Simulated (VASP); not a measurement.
The system is Sn.

```
Sn
1.0
    -2.94014    2.94014    1.59930
     2.94014   -2.94014    1.59930
     2.94014    2.94014   -1.59930
Sn
2
Cartesian
  0.0000 0.0000 0.0000
  0.0000 2.9401 0.7997
```

| Property | Result |
| --- | --- |
| Program | VASP 6.6.1 |
| Task | relaxation of cell and atoms |
| Functional | PBE |
| Potentials or basis | VASP PAW PBE potentials, release 64 (Sn_d) |
| Cutoff | 600 eV |
| k mesh | 9 × 9 × 9 |
| Occupations | fermi-dirac, width 0.05 eV |
| Spin | no spin polarisation |

At the start: pressure 1.4 GPa; volume 27.65 Å³/atom.

Q: How do energy, volume and symmetry change on relaxing?

A: Over 3 steps the energy falls by 3.3 meV/atom and the volume is 28.41 Å³/atom (+2.8 %); space group I4_1/amd (No. 141, to 0.1 Å) before and after.

The path:
```csv
step,energy change (eV),largest force (eV/Å),pressure (GPa),volume (Å³)
1,0.0000,0.0000,1.38,55.30
2,-0.0062,0.0000,-0.35,57.23
3,-0.0066,0.0000,0.02,56.83
```

Final structure:
```
CELL_PARAMETERS angstrom
-2.96978 2.96978 1.61087
2.96978 -2.96978 1.61087
2.96978 2.96978 -1.61087
ATOMIC_POSITIONS crystal
Sn 0.00000 0.00000 0.00000
Sn 0.75000 0.25000 0.50000
```
